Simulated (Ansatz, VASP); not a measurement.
## W in VASP and in Ansatz

```
W
1.0
    -1.58234    1.58234    1.58234
     1.58234   -1.58234    1.58234
     1.58234    1.58234   -1.58234
W
1
Direct
  0.00000 0.00000 0.00000
```

Alike in both runs: task relaxation of cell and atoms; functional LDA; k mesh 24 × 24 × 24; occupations fermi-dirac, width 0.1 eV; no spin polarisation.

|  | VASP | Ansatz |
| --- | --- | --- |
| version | VASP 6.6.1 | Ansatz 0.2.0 |
| potentials or method | VASP PAW LDA potentials, release 64 (W_sv) | PAW with Ansatz's default frozen-core files, scalar-relativistic |
| plane-wave cutoff (eV) | 600 | 420 |
| valence electrons in the cell | 14 | 14 |

|  | VASP | Ansatz | Ansatz less VASP |
| --- | --- | --- | --- |
| relaxed volume (Å³/atom) | 15.50 | 15.41 | -0.091 |
| relaxed cell length with the largest relative difference (Å) | 2.720 | 2.715 | -0.0054 |

LDA's correlation is that of Perdew and Zunger in VASP and of Perdew and Wang (1992) in Ansatz.

Spin-orbit coupling is off throughout.
